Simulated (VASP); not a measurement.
## Ag: relaxation of cell and atoms with PBEsol

Crystal: Ag.

```
Ag
1.0
    -1.65565    1.65565    1.65565
     1.65565   -1.65565    1.65565
     1.65565    1.65565   -1.65565
Ag
1
Direct
  0.00000 0.00000 0.00000
```

* Program: VASP 6.6.1
* Task: relaxation of cell and atoms
* Functional: PBEsol
* Potentials or basis: VASP PAW PBE potentials, release 64 (Ag)
* Cutoff: 600 eV
* k mesh: 11 × 11 × 11
* Occupations: fermi-dirac, width 0.05 eV
* Spin: no spin polarisation
* Target pressure: 5 GPa
* Dipole correction: no
* Further INCAR settings: ALGO = Normal; EDIFF = 1e-07; IBRION = 2; EDIFFG = -0.01; NSW = 60; ISIF = 3

The relaxed volume is 16.11 Å³/atom. The relaxed cell is a = 2.756 Å, b = 2.756 Å, c = 2.756 Å, α = 109.47°, β = 109.47°, γ = 109.47°, the space group after relaxing (to 0.05 Å) is Im-3m (No. 229) and the energy change on relaxing (the enthalpy is what falls) is -25.3 meV/atom. The ionic steps are 4. The pressure after relaxing is 5.1 GPa.

Step by step:
| step | energy change (eV) | largest force (eV/Å) | pressure (GPa) | volume (Å³) |
| --- | --- | --- | --- | --- |
| 1 | 0.0000 | 0.0000 | -7.43 | 18.15 |
| 2 | 0.0865 | 0.0000 | 21.82 | 14.70 |
| 3 | -0.0265 | 0.0000 | 4.77 | 16.15 |
| 4 | -0.0253 | 0.0000 | 5.10 | 16.11 |

Final structure:
```cif
data_structure
_symmetry_space_group_name_H-M 'P 1'
_symmetry_Int_Tables_number 1
_cell_length_a 2.7558
_cell_length_b 2.7558
_cell_length_c 2.7558
_cell_angle_alpha 109.471
_cell_angle_beta 109.471
_cell_angle_gamma 109.471
_cell_volume 16.11
loop_
_atom_site_label
_atom_site_type_symbol
_atom_site_fract_x
_atom_site_fract_y
_atom_site_fract_z
_atom_site_occupancy
Ag1 Ag 0.00000 0.00000 0.00000 1
```

Levels at points of the mesh, in eV from the Fermi level:
| k point | band 3 | band 4 | band 5 | band 6 | band 7 | band 8 | band 9 |
| --- | --- | --- | --- | --- | --- | --- | --- |
| (0.00, 0.00, 0.00) | -5.09 | -5.09 | -3.60 | -3.60 | 18.16 | 18.16 | 18.16 |

It took 36 s on 1 thread of Intel Xeon 6975P-C, with other jobs on the host, peak memory 0.16 GiB.

Caveat: the cell is relaxed towards a set pressure, so the enthalpy falls and the energy may rise; the PAW data sets were made with another functional, which shifts forces and pressure a little.
